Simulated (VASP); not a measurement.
Here is a VASP 6.6.1 calculation.

The input INCAR:

```
ALGO     = Normal         # electronic algorithm
EDIFF    = 1E-6           # SCF threshold, eV
ENCUT    = 520            # plane-wave cutoff, eV
GGA      = PS             # functional
ISIF     = 2              # what is computed and relaxed
ISMEAR   = -1             # smearing method
LASPH    = T              # aspherical terms in the spheres
LCHARG   = F              # write CHGCAR
LREAL    = F              # projectors in reciprocal space
LWAVE    = F              # write WAVECAR
NBANDS   = 14             # bands
NELM     = 100            # most SCF steps
PREC     = Accurate       # precision mode
SIGMA    = 0.15           # smearing width, eV
```

KPOINTS

```
k-points
0
Gamma
  18 18 18
```

POSCAR

```
Rh
1.0
    0.0000000000      1.8921579406      1.8921579406
    1.8921579406      0.0000000000      1.8921579406
    1.8921579406      1.8921579406      0.0000000000
Rh
1
Direct
    0.0000000000      0.0000000000      0.0000000000
```

Potentials or basis: VASP PAW PBE potentials, release 64 (Rh_pv).

The run is started by

```console
$ cat potpaw_PBE.64/Rh_pv/POTCAR > POTCAR
$ mpirun -np 1 vasp_std > vasp.out
```

Estimate the band gap on the k mesh.

zero (an odd number of electrons rules out a gap without spin polarisation).

Predict the pressure.

-0.1 GPa.

Caveat: the PAW data sets were made with another functional, which shifts forces and pressure a little.
